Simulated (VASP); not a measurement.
The system is Ta.

```
CELL_PARAMETERS angstrom
-1.65939 1.65939 1.65939
1.65939 -1.65939 1.65939
1.65939 1.65939 -1.65939
ATOMIC_POSITIONS crystal
Ta 0.00000 0.00000 0.00000
```

* Program: VASP 6.6.1
* Task: relaxation of cell and atoms
* Functional: LDA
* Potentials or basis: VASP PAW LDA potentials, release 64 (Ta_pv)
* Cutoff: 600 eV
* k mesh: 18 × 18 × 18
* Occupations: gaussian, width 0.1 eV
* Spin: no spin polarisation

At the start: pressure -11.1 GPa; volume 18.28 Å³/atom.

**Question.** Where does the relaxation end?

**Answer.** Over 7 steps the energy falls by 36.4 meV/atom and the volume is 17.28 Å³/atom (-5.5 %); space group Im-3m (No. 229, to 0.05 Å).

The path:
| step | energy change (eV) | largest force (eV/Å) | pressure (GPa) | volume (Å³) |
| --- | --- | --- | --- | --- |
| 1 | 0.0000 | 0.0000 | -11.08 | 18.28 |
| 2 | 0.1900 | 0.0000 | 37.45 | 15.13 |
| 3 | -0.0363 | 0.0000 | -0.66 | 17.33 |
| 4 | -0.0364 | 0.0000 | -0.08 | 17.28 |
| 5 | -0.0364 | 0.0000 | 0.16 | 17.26 |
| 6 | -0.0364 | 0.0000 | -0.26 | 17.30 |
| 7 | -0.0364 | 0.0000 | -0.02 | 17.28 |

Final structure:
```
CELL_PARAMETERS angstrom
-1.62861 1.62861 1.62861
1.62861 -1.62861 1.62861
1.62861 1.62861 -1.62861
ATOMIC_POSITIONS crystal
Ta 0.00000 0.00000 0.00000
```
